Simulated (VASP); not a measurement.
# Nd (Im-3m) in VASP: single point with PBE

Aim: the single point of Nd with PBE.

All numbers are computed with VASP 6.6.1; they aren't measurements. Logs are shortened: lines on timing, memory, paths and dates and some standing lists are left out, and cuts for length are marked.

## (1) The cell of the first run

Symmetry: Im-3m, No. 229, cubic system. Conventional cell: a = 4.153 Å, b = 4.153 Å, c = 4.153 Å, α = 90.00°, β = 90.00°, γ = 90.00°. Nd (site symmetry m-3m) has 14 Nd at 3.60 to 4.15 Å within 4.7 Å.

## (2) Single point, PBE

Contents of INCAR:

```
SYSTEM = Nd
ALGO     = Normal         ! electronic algorithm
EDIFF    = 1E-6           ! SCF threshold, eV
ENCUT    = 520            ! plane-wave cutoff, eV
GGA      = PE             ! functional
ISIF     = 2              ! what is computed and relaxed
ISMEAR   = 0              ! smearing method
LASPH    = .TRUE.         ! aspherical terms in the spheres
LCHARG   = .FALSE.        ! write CHGCAR
LREAL    = .FALSE.        ! projectors in reciprocal space
LWAVE    = .FALSE.        ! write WAVECAR
NBANDS   = 13             ! bands
NELM     = 100            ! most SCF steps
PREC     = Accurate       ! precision mode
SIGMA    = 0.05           ! smearing width, eV
```

Contents of KPOINTS:

```
k-points
0
G
  14 14 14
  0 0 0
```

Contents of POSCAR:

```
Nd
1.0
   -2.0766577930      2.0766577930      2.0766577930
    2.0766577930     -2.0766577930      2.0766577930
    2.0766577930      2.0766577930     -2.0766577930
Nd
1
Direct
    0.0000000000      0.0000000000      0.0000000000
```

Potentials or basis: VASP PAW PBE potentials, release 64 (Nd).

Started as:

```
$ cat potpaw_PBE.64/Nd/POTCAR > POTCAR
$ mpirun -np 1 vasp_std > vasp.out
```

OUTCAR:

```text
SYSTEM = Nd
   EDIFF = 1E-6
   ENCUT = 520
   GGA = PE
   ISIF = 2
   ISMEAR = 0
   LASPH = .TRUE.
   LREAL = .FALSE.
   NELM = 100
   PREC = Accurate

 ion  position               nearest neighbor table
   1  0.000  0.000  0.000-

  LATTYP: Found a body centered cubic cell.
 ALAT       =     4.1533155860

  Lattice vectors:

 A1 = (  -2.0766577930,   2.0766577930,   2.0766577930)
 A2 = (   2.0766577930,  -2.0766577930,   2.0766577930)
 A3 = (   2.0766577930,   2.0766577930,  -2.0766577930)

Analysis of symmetry for initial positions (statically):
=====================================================================
 Subroutine PRICEL returns:
 Original cell was already a primitive cell.

 Routine SETGRP: Setting up the symmetry group for a
 body centered cubic supercell.

 Subroutine GETGRP returns: Found 48 space group operations
 (whereof 48 operations were pure point group operations)
 out of a pool of 48 trial point group operations.

The static configuration has the point symmetry O_h .

Analysis of symmetry for dynamics (positions and initial velocities):
=====================================================================
 Subroutine PRICEL returns:
 Original cell was already a primitive cell.

 Routine SETGRP: Setting up the symmetry group for a
 body centered cubic supercell.

 Subroutine GETGRP returns: Found 48 space group operations
 (whereof 48 operations were pure point group operations)
 out of a pool of 48 trial point group operations.

The dynamic configuration has the point symmetry O_h .

 Subroutine INISYM returns: Found 48 space group operations
 (whereof 48 operations are pure point group operations),
 and found     1 'primitive' translations

----------------------------------------------------------------------------------------

                                     Primitive cell

  volume of cell :      35.8224

  direct lattice vectors                    reciprocal lattice vectors
    -2.076657793  2.076657793  2.076657793     0.000000000  0.240771494  0.240771494
     2.076657793 -2.076657793  2.076657793     0.240771494  0.000000000  0.240771494
     2.076657793  2.076657793 -2.076657793     0.240771494  0.240771494  0.000000000

  length of vectors
     3.596876807  3.596876807  3.596876807     0.340502313  0.340502313  0.340502313

  position of ions in fractional coordinates (direct lattice)
     0.000000000  0.000000000  0.000000000

  ion indices of the primitive-cell ions
   primitive index   ion index
                 1           1

----------------------------------------------------------------------------------------

 KPOINTS: k-points

Automatic generation of k-mesh.
 Grid dimensions read from file:
 generate k-points for:   14   14   14

 Generating k-lattice:

  Cartesian coordinates                     Fractional coordinates (reciprocal lattice)
     0.000000000  0.017197964  0.017197964     0.071428571  0.000000000  0.000000000
     0.017197964  0.000000000  0.017197964     0.000000000  0.071428571  0.000000000
     0.017197964  0.017197964  0.000000000     0.000000000  0.000000000  0.071428571

  Length of vectors
     0.024321594  0.024321594  0.024321594

  Shift w.r.t. Gamma in fractional coordinates (k-lattice)
     0.000000000  0.000000000  0.000000000

 Subroutine IBZKPT returns following result:
 ===========================================

 Found    104 irreducible k-points:

 Following reciprocal coordinates:
            Coordinates               Weight
  0.000000  0.000000  0.000000      1.000000
  0.071429  0.000000  0.000000     12.000000
  0.142857  0.000000  0.000000     12.000000
  0.214286  0.000000  0.000000     12.000000
  0.285714  0.000000  0.000000     12.000000
  0.357143  0.000000  0.000000     12.000000
[... 16 lines left out ...]
  0.285714  0.285714  0.000000     24.000000
  0.357143  0.285714  0.000000     24.000000
 [... further k-points ...]
   k-points           NKPTS =    104   k-points in BZ     NKDIM =    104   number of bands    NBANDS=     13
   number of dos      NEDOS =    301   number of ions     NIONS =      1
   total plane-waves  NPLWV =  21952
   dimension x,y,z NGX =    28 NGY =   28 NGZ =   28
   dimension x,y,z NGXF=    56 NGYF=   56 NGZF=   56
   ions per type =               1
   NGX,Y,Z   is equivalent  to a cutoff of  12.94, 12.94, 12.94 a.u.
   NGXF,Y,Z  is equivalent  to a cutoff of  25.88, 25.88, 25.88 a.u.
 SYSTEM =  Nd
   PREC   = accura    normal or accurate (medium, high low for compatibility)
   ISTART =      0    job   : 0-new  1-cont  2-samecut
   ICHARG =      2    charge: 1-file 2-atom 10-const
   ISPIN  =      1    spin polarized calculation?
   LNONCOLLINEAR =      F non collinear calculations
   LSORBIT =      F    spin-orbit coupling
   LASPH  =      T    aspherical Exc in radial PAW
   ENCUT  =  520.0 eV  38.22 Ry    6.18 a.u.   6.69  6.69  6.69*2*pi/ulx,y,z
   NELM   =    100;   NELMIN=  2; NELMDL= -5     # of ELM steps
   EDIFF  = 0.1E-05   stopping-criterion for ELM
   LREAL  =      F    real-space projection
   EDIFFG = 0.1E-04   stopping-criterion for IOM
   NSW    =      0    number of steps for IOM
   IBRION =     -1    ionic relax: 0-MD 1-quasi-New 2-CG
   NFREE  =      0    steps in history (QN), initial steepest desc. (CG)
   ISIF   =      2    stress and relaxation
   ISYM   =      2    0-nonsym 1-usesym 2-fastsym
   POTIM  = 0.5000    time-step for ionic-motion
   TEBEG  =    0.0;   TEEND  =   0.0 temperature during run
   PSTRESS=    0.0 pullay stress
   NELECT =      14.0000    total number of electrons
   NUPDOWN=      -1.0000    fix difference up-down
   EMIN   =  10.00;   EMAX   =-10.00  energy-range for DOS
   EFERMI =   0.00;   METHOD = LEGACY
   ISMEAR =     0;   SIGMA  =   0.05  broadening in eV -4-tet -1-fermi 0-gaus
   EFERMI_NEDOS =   21; number of points for ismear=-14 and -15
   IALGO  =     38    algorithm
   IMIX   =      4    mixing-type and parameters
     AMIX     =   0.40;   BMIX     =  1.00
     AMIX_MAG =   1.60;   BMIX_MAG =  1.00
  volume/ion in A,a.u.               =      35.82       241.74
  Fermi-wavevector in a.u.,A,eV,Ry     =   1.196922  2.261855 19.492015  1.432623
  Thomas-Fermi vector in A             =   2.332850
   LORBIT       =      0    0 simple, 1 ext, 2 COOP (PROOUT), +10 PAW based schemes
   GGA     = PE    functional components
   LHFCALC =     F    Hartree Fock is set to
   AEXX    =    0.0000 exact exchange contribution
   IVDW    =     0    specifies the selected vdW correction
   LEPSILON=     F    determine dielectric tensor
   LRPA    =     F    only Hartree local field effects (RPA)
 non-spin polarized calculation
 Gauss-broadening in eV      SIGMA  =   0.05
  energy-cutoff  :      520.00
  volume of cell :       35.82
 maximum number of plane-waves:       978
   NGX = 13   NGY = 13   NGZ = 13

 number of electron      13.9999999 magnetization

 Free energy of the ion-electron system (eV)
  ---------------------------------------------------
  ext. energy  EPLUGINS =         0.00000000
  ---------------------------------------------------
  free energy    TOTEN  =        -4.55990374 eV

  energy without entropy =       -4.53880173  energy(sigma->0) =       -4.54935274

 E-fermi :   4.3292     XC(G=0):  -9.7657

 val. band max:        4.3278157405   @ k =   0.5000   0.5000   0.0714
 cond. band min:       4.3295344877   @ k =   0.4286   0.0000   0.0000
 fundamental gap:      0.0017187473
 Fermi energy:         4.3291789995

 k-point     1 :       0.0000    0.0000    0.0000
  band No.  band energies     occupation
      1     -32.7879      2.00000
      2     -13.5355      2.00000
      3     -13.5355      2.00000
      4     -13.5355      2.00000
      5       0.7197      2.00000
      6       4.1765      1.99998
      7       4.1765      1.99998
      8       4.1765      1.99998
      9       4.6487      0.00000
     10       4.6487      0.00000
     11       4.6487      0.00000
     12       4.8653      0.00000
     13       6.2686      0.00000

 k-point     2 :       0.0714    0.0000    0.0000
  band No.  band energies     occupation
      1     -32.7818      2.00000
      2     -13.5911      2.00000
      3     -13.5520      2.00000
      4     -13.5360      2.00000
      5       0.8722      2.00000
      6       4.1684      1.99999
      7       4.1793      1.99998
      8       4.1803      1.99997
      9       4.6330      0.00000
     10       4.6399      0.00000
     11       4.6425      0.00000
     12       4.8345      0.00000
     13       6.1763      0.00000

 k-point     3 :       0.1429    0.0000    0.0000
  band No.  band energies     occupation
      1     -32.7647      2.00000
      2     -13.7432      2.00000
      3     -13.5977      2.00000
      4     -13.5375      2.00000
      5       1.2974      2.00000
      6       4.1469      2.00000
      7       4.1872      1.99994
      8       4.1925      1.99989
      9       4.5948      0.00000
     10       4.6122      0.00000
     11       4.6271      0.00000
     12       4.7849      0.00000
     13       5.9328      0.00000
[... 305 lines left out ...]
 k-point    23 :       0.2857    0.2857    0.0000
  band No.  band energies     occupation
      1     -32.6520      2.00000
      2     -14.3525      2.00000
      3     -14.0842      2.00000
      4     -13.6579      2.00000
      5       3.7358      2.00000
      6       4.1681      1.99999
      7       4.3039      1.52568
      8       4.4712      0.00006
      9       4.5269      0.00000
     10       4.5349      0.00000
     11       4.5463      0.00000
     12       4.7494      0.00000
     13       4.9097      0.00000

 k-point    24 :       0.3571    0.2857    0.0000
  band No.  band energies     occupation
      1     -32.6481      2.00000
      2     -14.3143      2.00000
      3     -14.1595      2.00000
      4     -13.6631      2.00000
      5       3.7876      2.00000
      6       4.2169      1.99851
      7       4.2891      1.74255
      8       4.5065      0.00000
      9       4.5257      0.00000
     10       4.5333      0.00000
     11       4.5439      0.00000
     12       4.7591      0.00000
     13       4.9884      0.00000

 [... further k-points ...]
[... 5 lines left out ...]
  --------------------------------------------------------------------------------------
  -------------------------------------------------------------------------------------
  Total       -1.3105867     -1.3105867     -1.3105867     -0.0000000      0.0000000      0.0000000
  in kB      -58.6167221    -58.6167221    -58.6167221     -0.0000000      0.0000000      0.0000000
  external PRESSURE =     -58.6167221 kB  Pullay stress =       0.0000000 kB

 VOLUME and BASIS-vectors are now :
 -----------------------------------------------------------------------------
  energy-cutoff  :      520.00
  volume of cell :       35.82
      direct lattice vectors                 reciprocal lattice vectors
    -2.076657793  2.076657793  2.076657793     0.000000000  0.240771494  0.240771494
     2.076657793 -2.076657793  2.076657793     0.240771494  0.000000000  0.240771494
     2.076657793  2.076657793 -2.076657793     0.240771494  0.240771494  0.000000000

 POSITION                                       TOTAL-FORCE (eV/Angst)
 -----------------------------------------------------------------------------------
      0.00000      0.00000      0.00000         0.000000      0.000000     -0.000000
 -----------------------------------------------------------------------------------
    total drift:                               -0.000000     -0.000000      0.000000

  FREE ENERGIE OF THE ION-ELECTRON SYSTEM (eV)
  ---------------------------------------------------
  free  energy   TOTEN  =        -4.5599037407 eV

  energy  without entropy=       -4.5388017322  energy(sigma->0) =       -4.54935274
```

Wall time 53 s (1 thread of Intel Xeon 6975P-C (Granite Rapids), shared host); peak memory 0.2 GiB.

What came out:

```
Free energy            : -4.5599 eV
Pressure               : -5.9 GPa
Band gap on the k mesh : zero (band 7 reaches 4.44 eV, above the bottom of band 8 at 4.18 eV)
```

Caveat: spin-orbit coupling is left out, which moves the levels of the heavy elements. Spin polarisation is off, so any magnetic state and its effect on volume and gap are missing.
